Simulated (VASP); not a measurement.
# Pt (Fd-3m) in VASP: notebook

Runs on Pt. Level: r2SCAN. Tasks: relaxation of cell and atoms, single point.

All numbers are computed with VASP 6.6.1; they aren't measurements. Logs are shortened: lines on timing, memory, paths and dates and some standing lists are left out, and cuts for length are marked.

## (1) The cell of the first run

It takes space group Fd-3m (No. 227, cubic). Conventional cell: a = 5.463 Å, b = 5.463 Å, c = 5.463 Å, α = 90.00°, β = 90.00°, γ = 90.00°. Within 3.1 Å of Pt (site symmetry -43m) lie 4 Pt at 2.37 Å.

## (2) Relaxation of cell and atoms, r2SCAN

POSCAR reads:

```
Pt
1.0
    0.0000000000      2.7314125730      2.7314125730
    2.7314125730      0.0000000000      2.7314125730
    2.7314125730      2.7314125730      0.0000000000
Pt
2
Direct
    0.1250000000      0.1250000000      0.1250000000
    0.8750000000      0.8750000000      0.8750000000
```

INCAR.step1 reads:

```
PREC     = Accurate       # precision mode
ENCUT    = 600            # plane-wave cutoff, eV
ISMEAR   = -1             # smearing method
SIGMA    = 0.1            # smearing width, eV
LREAL    = False          # projectors in reciprocal space
LASPH    = True           # aspherical terms in the spheres
NELM     = 60             # most SCF steps
GGA      = PE             # functional
ALGO     = Normal         # electronic algorithm
EDIFF    = 1E-4           # SCF threshold, eV
LWAVE    = True           # write WAVECAR
LCHARG   = False          # write CHGCAR
```

INCAR.step2 reads:

```
PREC     = Accurate       # precision mode
ENCUT    = 600            # plane-wave cutoff, eV
EDIFF    = 1E-6           # SCF threshold, eV
ISMEAR   = -1             # smearing method
SIGMA    = 0.1            # smearing width, eV
LREAL    = False          # projectors in reciprocal space
LASPH    = True           # aspherical terms in the spheres
NELM     = 60             # most SCF steps
ALGO     = Normal         # electronic algorithm
ISIF     = 3              # what is computed and relaxed
LWAVE    = False          # write WAVECAR
LCHARG   = False          # write CHGCAR
METAGGA  = R2SCAN         # meta-GGA
LMIXTAU  = True         
IBRION   = 2              # ionic algorithm
NSW      = 80             # ionic steps
EDIFFG   = -0.01          # ionic threshold
ISTART   = 1
```

KPOINTS reads:

```
regular mesh
0
Gamma
  10 10 10
```

Potentials or basis: VASP PAW PBE potentials, release 64 (Pt).

The run is started by

```
cat potpaw_PBE.64/Pt/POTCAR > POTCAR
cp INCAR.step1 INCAR
mpirun -np 1 vasp_std > vasp.out
cp INCAR.step2 INCAR
mpirun -np 1 vasp_std > vasp.out
```

OUTCAR:

```text
PREC = Accurate
   ENCUT = 600
   EDIFF = 1E-6
   ISMEAR = -1
   LREAL = False
   LASPH = True
   NELM = 60
   ISIF = 3
   METAGGA = R2SCAN
   IBRION = 2
   NSW = 80
   EDIFFG = -0.01
   ISTART = 1

 ion  position               nearest neighbor table
   1  0.125  0.125  0.125-   2 2.37   2 2.37   2 2.37   2 2.37
   2  0.875  0.875  0.875-   1 2.37   1 2.37   1 2.37   1 2.37

  LATTYP: Found a face centered cubic cell.
 ALAT       =     5.4628251460

  Lattice vectors:

 A1 = (   0.0000000000,   2.7314125730,   2.7314125730)
 A2 = (   2.7314125730,   0.0000000000,   2.7314125730)
 A3 = (   2.7314125730,   2.7314125730,   0.0000000000)

Analysis of symmetry for initial positions (statically):
=====================================================================
 Subroutine PRICEL returns:
 Original cell was already a primitive cell.

 Routine SETGRP: Setting up the symmetry group for a
 face centered cubic supercell.

 Subroutine GETGRP returns: Found 48 space group operations
 (whereof 12 operations were pure point group operations)
 out of a pool of 48 trial point group operations.

The static configuration has the point symmetry D_3d.
 The point group associated with its full space group is O_h .

Analysis of symmetry for dynamics (positions and initial velocities):
=====================================================================
 Subroutine PRICEL returns:
 Original cell was already a primitive cell.

 Routine SETGRP: Setting up the symmetry group for a
 face centered cubic supercell.

 Subroutine GETGRP returns: Found 48 space group operations
 (whereof 12 operations were pure point group operations)
 out of a pool of 48 trial point group operations.

The dynamic configuration has the point symmetry D_3d.
 The point group associated with its full space group is O_h .

 Subroutine INISYM returns: Found 48 space group operations
 (whereof 12 operations are pure point group operations),
 and found     1 'primitive' translations

----------------------------------------------------------------------------------------

                                     Primitive cell

  volume of cell :      40.7560

  direct lattice vectors                    reciprocal lattice vectors
     0.000000000  2.731412573  2.731412573    -0.183055465  0.183055465  0.183055465
     2.731412573  0.000000000  2.731412573     0.183055465 -0.183055465  0.183055465
     2.731412573  2.731412573  0.000000000     0.183055465  0.183055465 -0.183055465

  length of vectors
     3.862800705  3.862800705  3.862800705     0.317061367  0.317061367  0.317061367

  position of ions in fractional coordinates (direct lattice)
     0.125000000  0.125000000  0.125000000
[... 96 lines left out ...]
   IMIX   =      4    mixing-type and parameters
     AMIX     =   0.40;   BMIX     =  1.00
     AMIX_MAG =   1.60;   BMIX_MAG =  1.00
  volume/ion in A,a.u.               =      20.38       137.52
  Fermi-wavevector in a.u.,A,eV,Ry     =   1.291281  2.440168 22.686455  1.667407
  Thomas-Fermi vector in A             =   2.423061
   LORBIT       =      0    0 simple, 1 ext, 2 COOP (PROOUT), +10 PAW based schemes
   METAGGA = R2SCAN    functional components
   LHFCALC =     F    Hartree Fock is set to
   AEXX    =    0.0000 exact exchange contribution
   IVDW    =     0    specifies the selected vdW correction
   LEPSILON=     F    determine dielectric tensor
   LRPA    =     F    only Hartree local field effects (RPA)
 conjugate gradient relaxation of ions
 non-spin polarized calculation
  energy-cutoff  :      600.00
  volume of cell :       40.76
 maximum number of plane-waves:      1380
   NGX = 15   NGY = 15   NGZ = 15

--------------------------------------- Ionic step        1  -------------------------------------------

 number of electron      20.0000001 magnetization

 Free energy of the ion-electron system (eV)
  ---------------------------------------------------
  ext. energy  EPLUGINS =         0.00000000
  ---------------------------------------------------
  free energy    TOTEN  =      -100.40303327 eV

  energy without entropy =     -100.28463928  energy(sigma->0) =     -100.34383628

------------------------ aborting loop because EDIFF is reached ----------------------------------------

  FORCE on cell =-STRESS in cart. coord.  units (eV):
  Direction    XX          YY          ZZ          XY          YZ          ZX
  --------------------------------------------------------------------------------------
  -------------------------------------------------------------------------------------
  Total        6.6682240      6.6682240      6.6682240      0.0000000     -0.0000000      0.0000000
  in kB      262.1373209    262.1373209    262.1373209      0.0000000     -0.0000000      0.0000000
  external PRESSURE =     262.1373209 kB  Pullay stress =       0.0000000 kB
[... 23 lines left out ...]
--------------------------------------- Ionic step        2  -------------------------------------------

 number of electron      20.0000005 magnetization

 E-fermi :   1.9186     XC(G=0):  -9.5925

 val. band max:        1.9165378374   @ k =   0.2000   0.2000   0.0000
 cond. band min:       1.9244965319   @ k =   0.4000   0.2000   0.1000
 fundamental gap:      0.0079586945
 Fermi energy:         1.9186249719

 k-point     1 :       0.0000    0.0000    0.0000
  band No.  band energies     occupation
      1      -3.3389      2.00000
      2      -1.1032      2.00000
      3      -1.1032      2.00000
      4      -1.0901      2.00000
      5      -1.0901      2.00000
      6      -1.0901      2.00000
      7       0.7386      1.99998
      8       0.7386      1.99998
      9       0.7386      1.99998
     10       1.7251      1.74774
     11       1.7251      1.74774
     12      10.7632      0.00000
     13      11.7816      0.00000
     14      11.8241      0.00000
[... 498 lines left out ...]
--------------------------------------- Ionic step        5  -------------------------------------------

 number of electron      20.0000002 magnetization

 Free energy of the ion-electron system (eV)
  ---------------------------------------------------
  ext. energy  EPLUGINS =         0.00000000
  ---------------------------------------------------
  free energy    TOTEN  =      -100.83982928 eV

  energy without entropy =     -100.69184687  energy(sigma->0) =     -100.76583807

 E-fermi :   5.1585     XC(G=0): -11.3267

 val. band max:        5.1489049620   @ k =  -0.1000   0.1000   0.0000
 cond. band min:       5.1923068872   @ k =   0.5000   0.2000   0.1000
 fundamental gap:      0.0434019252
 Fermi energy:         5.1584733887

 k-point     1 :       0.0000    0.0000    0.0000
  band No.  band energies     occupation
      1      -2.2075      2.00000
      2       0.3391      2.00000
      3       0.3391      2.00000
      4       0.5358      2.00000
      5       0.5358      2.00000
      6       0.5358      2.00000
      7       3.1944      2.00000
      8       3.1944      2.00000
      9       3.1944      2.00000
     10       5.0366      1.54353
     11       5.0366      1.54353
     12      16.2596      0.00000
     13      16.2848      0.00000
     14      17.4153      0.00000
[... 420 lines left out ...]
  FREE ENERGIE OF THE ION-ELECTRON SYSTEM (eV)
  ---------------------------------------------------
  free  energy   TOTEN  =      -100.8398292794 eV

  energy  without entropy=     -100.6918468664  energy(sigma->0) =     -100.76583807

 reached required accuracy - stopping structural energy minimisation
```

OSZICAR.step1:

```text
N       E                     dE             d eps       ncg     rms          rms(c)
DAV:   1     0.109453173237E+03    0.10945E+03   -0.10966E+04  1316   0.148E+03
DAV:   2    -0.803238243635E+01   -0.11749E+03   -0.11246E+03  1592   0.271E+02
DAV:   3    -0.103126973324E+02   -0.22803E+01   -0.22517E+01  1526   0.395E+01
DAV:   4    -0.103294726231E+02   -0.16775E-01   -0.16774E-01  1436   0.361E+00
DAV:   5    -0.103297427258E+02   -0.27010E-03   -0.27010E-03  1526   0.482E-01    0.186E+01
DAV:   6    -0.965347206752E+01    0.67627E+00   -0.19146E+00  1418   0.113E+01    0.110E+01
DAV:   7    -0.958322624263E+01    0.70246E-01   -0.11924E-01  1436   0.276E+00    0.445E+00
DAV:   8    -0.957169256703E+01    0.11534E-01   -0.15374E-02  1382   0.906E-01    0.270E-01
DAV:   9    -0.957164687586E+01    0.45691E-04   -0.47338E-04  1418   0.184E-01
   1 F= -.95716469E+01 E0= -.95113723E+01  d E =-.120549E+00
```

Run time: 3.4 min. Hardware: 1 thread of Intel Xeon 6975P-C (Granite Rapids), shared host; peak memory 0.21 GiB.

Results:

- Free energy: -100.8398 eV
- Relaxed volume: 23.46 Å³/atom
- Relaxed cell: a = 4.049 Å, b = 4.049 Å, c = 4.049 Å, α = 60.00°, β = 60.00°, γ = 60.00°
- Space group after relaxing (to 0.05 Å): Fd-3m (No. 227)
- Energy gained by relaxing: 218.4 meV/atom
- Ionic steps: 5
- Pressure after relaxing: 0.0 GPa
- Band gap on the k mesh: zero (band 10 reaches 5.34 eV, above the bottom of band 11 at 4.72 eV)

Step by step:
| step | energy change (eV) | largest force (eV/Å) | pressure (GPa) | volume (Å³) |
| --- | --- | --- | --- | --- |
| 1 | 0.0000 | 0.0000 | 26.21 | 40.76 |
| 2 | 0.8116 | 0.0000 | -16.87 | 63.76 |
| 3 | -0.4322 | 0.0000 | -1.95 | 47.66 |
| 4 | -0.4366 | 0.0000 | -0.43 | 47.08 |
| 5 | -0.4368 | 0.0000 | 0.01 | 46.92 |

Final structure:
```cif
data_structure
_symmetry_space_group_name_H-M 'P 1'
_symmetry_Int_Tables_number 1
_cell_length_a 4.0486
_cell_length_b 4.0486
_cell_length_c 4.0486
_cell_angle_alpha 60.000
_cell_angle_beta 60.000
_cell_angle_gamma 60.000
_cell_volume 46.92
loop_
_atom_site_label
_atom_site_type_symbol
_atom_site_fract_x
_atom_site_fract_y
_atom_site_fract_z
_atom_site_occupancy
Pt1 Pt 0.12500 0.12500 0.12500 1
Pt2 Pt 0.87500 0.87500 0.87500 1
```

Levels at points of the mesh, in eV from the Fermi level:
| k point | band 7 | band 8 | band 9 | band 10 | band 11 | band 12 | band 13 | band 14 |
| --- | --- | --- | --- | --- | --- | --- | --- | --- |
| (0.00, 0.00, 0.00) | -1.96 | -1.96 | -1.96 | -0.12 | -0.12 | 11.10 | 11.13 | 12.26 |
| (0.50, 0.00, 0.00) | -1.49 | -1.49 | -1.35 | -0.43 | -0.43 | 0.82 | 8.43 | 8.43 |
| (0.50, 0.50, 0.00) | -2.67 | -2.67 | -0.16 | -0.16 | 1.40 | 1.40 | 4.11 | 4.11 |

Caveat: the volume moved by over 15 % at a fixed basis, so the end points are rough; the PAW data sets were made with another functional, which shifts forces and pressure a little; spin-orbit coupling is left out, which moves the levels of the heavy elements.

## (3) Single point, r2SCAN, collinear spin, ferromagnetic start

This run uses another cell than the first one, of 23.62 Å³/atom, 1.159 times its volume.

POSCAR reads:

```
Pt
1.0
    0.0000000000      2.8690380795      2.8690380795
    2.8690380795      0.0000000000      2.8690380795
    2.8690380795      2.8690380795      0.0000000000
Pt
2
Direct
    0.1250000000      0.1250000000      0.1250000000
    0.8750000000      0.8750000000      0.8750000000
```

INCAR.step1 reads:

```
ALGO = Normal
EDIFF = 1E-4
ENCUT = 520
GGA = PE
ISMEAR = -1
ISPIN = 2
LASPH = T
LCHARG = F
LMAXMIX = 4
LREAL = F
LWAVE = T
MAGMOM = 1 1
NBANDS = 21
NELM = 150
PREC = Accurate
SIGMA = 0.05
```

INCAR.step2 reads:

```
ALGO = Normal
EDIFF = 1E-6
ENCUT = 520
ISIF = 2
ISMEAR = -1
ISPIN = 2
ISTART = 1
LASPH = T
LCHARG = F
LMAXMIX = 4
LMIXTAU = T
LORBIT = 11
LREAL = F
LWAVE = F
MAGMOM = 1 1
METAGGA = R2SCAN
NBANDS = 21
NELM = 150
PREC = Accurate
SIGMA = 0.05
```

KPOINTS reads:

```
k-points
0
Gamma
  10 10 10
```

Potentials or basis: VASP PAW PBE potentials, release 64 (Pt).

The run is started by

```
cat potpaw_PBE.64/Pt/POTCAR > POTCAR
cp INCAR.step1 INCAR
mpirun -np 1 vasp_std > vasp.out
cp INCAR.step2 INCAR
mpirun -np 1 vasp_std > vasp.out
```

It took 7.1 min on 1 thread of Oxide Virtual Turin-like, shared host; peak memory 0.2 GiB.

Results (log left out):

- Free energy: -100.8280 eV
- Pressure: 0.1 GPa
- Net moment: 1.38 μB per cell
- Site moments: Pt +0.67 μB
- Valence electrons inside the program's atomic spheres: Pt 9.21

Levels at points of the mesh, in eV from the Fermi level:
Spin up:
```tsv
k point	band 8	band 9	band 10	band 11	band 12	band 13	band 14	band 15
(0.00, 0.00, 0.00)	-2.29	-2.29	-0.47	-0.47	10.79	11.04	12.07	12.07
(0.50, 0.00, 0.00)	-1.78	-1.38	-0.81	-0.81	0.46	8.28	8.28	10.28
(0.50, 0.50, 0.00)	-2.93	-0.56	-0.56	1.10	1.10	4.07	4.07	9.64
```
Spin down:
```tsv
k point	band 6	band 7	band 8	band 9	band 10	band 11	band 12	band 13	band 14	band 15
(0.00, 0.00, 0.00)	-4.38	-1.64	-1.64	-1.64	0.17	0.17	11.07	11.26	12.26	12.26
(0.50, 0.00, 0.00)	-4.21	-1.35	-1.24	-1.24	-0.08	-0.08	1.13	8.43	8.43	10.36
(0.50, 0.50, 0.00)	-3.46	-2.41	-2.41	0.21	0.21	1.64	1.64	4.07	4.07	9.94
```

Caveat: the PAW data sets were made with another functional, which shifts forces and pressure a little; spin-orbit coupling is left out, which moves the levels of the heavy elements.

## (4) Single point, r2SCAN, collinear spin, ferromagnetic start (volume scaled by 0.88)

POSCAR reads:

```
Pt
1.0
    0.0000000000      2.7493532049      2.7493532049
    2.7493532049      0.0000000000      2.7493532049
    2.7493532049      2.7493532049      0.0000000000
Pt
2
Direct
    0.1250000000      0.1250000000      0.1250000000
    0.8750000000      0.8750000000      0.8750000000
```

INCAR.step1 reads:

```
SYSTEM = Pt
PREC = Accurate ; ENCUT = 520
ISMEAR = -1 ; SIGMA = 0.05
LREAL = .False. ; LASPH = .True.
NELM = 150 ; ISPIN = 2
MAGMOM = -0.668 -0.668 ; LMAXMIX = 4
NBANDS = 21 ; GGA = PE
ALGO = Normal ; EDIFF = 1E-4
LWAVE = .True. ; LCHARG = .False.
```

INCAR.step2 reads:

```
SYSTEM = Pt
PREC = Accurate ; ENCUT = 520
EDIFF = 1E-7 ; ISMEAR = -1
SIGMA = 0.05 ; LREAL = .False.
LASPH = .True. ; NELM = 150
ALGO = Normal ; ISIF = 2
LWAVE = .False. ; LCHARG = .False.
ISPIN = 2 ; MAGMOM = -0.668 -0.668
LORBIT = 11 ; LMAXMIX = 4
METAGGA = R2SCAN ; LMIXTAU = .True.
NBANDS = 21 ; ISTART = 1
```

KPOINTS reads:

```
Automatic mesh
0
Gamma
  16 16 16
  0 0 0
```

The run is started by

```
cat potpaw_PBE.64/Pt/POTCAR > POTCAR
cp INCAR.step1 INCAR
mpirun -np 1 vasp_std > vasp.out
cp INCAR.step2 INCAR
mpirun -np 1 vasp_std > vasp.out
```

Wall time 25 min (1 thread of Oxide Virtual Turin-like, shared host); peak memory 0.29 GiB.

It converged, with:

```
Free energy                                           : -100.4747 eV
Pressure                                              : 21.0 GPa
Band gap on the k mesh                                : zero (filled and empty bands overlap)
Net moment                                            : 0.00 μB per cell
Valence electrons inside the program's atomic spheres : Pt 9.49
```

Levels at points of the mesh, in eV from the Fermi level:
Spin up:
```csv
k point,band 8,band 9,band 10,band 11,band 12,band 13
"(0.00, 0.00, 0.00)",-2.40,-2.40,-0.08,-0.08,11.58,11.72
"(0.50, 0.00, 0.00)",-1.78,-1.78,-0.52,-0.52,0.90,9.06
"(0.50, 0.50, 0.00)",-3.23,-0.20,-0.20,1.50,1.50,4.03
```
Spin down:
```tsv
k point	band 7	band 8	band 9	band 10	band 11	band 12	band 13	band 14
(0.00, 0.00, 0.00)	-2.40	-2.40	-2.40	-0.09	-0.09	11.58	11.72	13.17
(0.50, 0.00, 0.00)	-1.93	-1.78	-1.78	-0.52	-0.52	0.90	9.06	9.06
(0.50, 0.50, 0.00)	-3.23	-3.23	-0.20	-0.20	1.50	1.50	4.03	4.03
```

Caveat: the cell differs from its parent crystal (volume scaled by 0.88); the PAW data sets were made with another functional, which shifts forces and pressure a little; spin-orbit coupling is left out, which moves the levels of the heavy elements.

## (5) Overview

```tsv
task	spin	cell	k mesh	cutoff (eV)	smearing	gap on the mesh (eV)	pressure (GPa)	moment (μB)
relaxation of cell and atoms	off	relaxed from a = 3.863 Å, angles 60.0°, 2 atoms	10 × 10 × 10	600	fermi-dirac 0.1 eV	none	0.0	-
single point	collinear, ferromagnetic start	a = 4.057 Å, angles 60.0°, 2 atoms	10 × 10 × 10	520	fermi-dirac 0.05 eV	none	0.1	1.38
single point	collinear, ferromagnetic start	a = 3.888 Å, angles 60.0°, 2 atoms	16 × 16 × 16	520	fermi-dirac 0.05 eV	none	21.0	0.00
```

Alike in all rows: level r2SCAN; potentials or basis VASP PAW PBE potentials, release 64 (Pt).

Caveats: the PAW data sets were made with another functional, which shifts forces and pressure a little; spin-orbit coupling is left out, which moves the levels of the heavy elements; the volume moved by over 15 % at a fixed basis, so the end points are rough (some runs).

Total energies depend on the potentials used, so only differences within one code and one set of settings carry meaning.
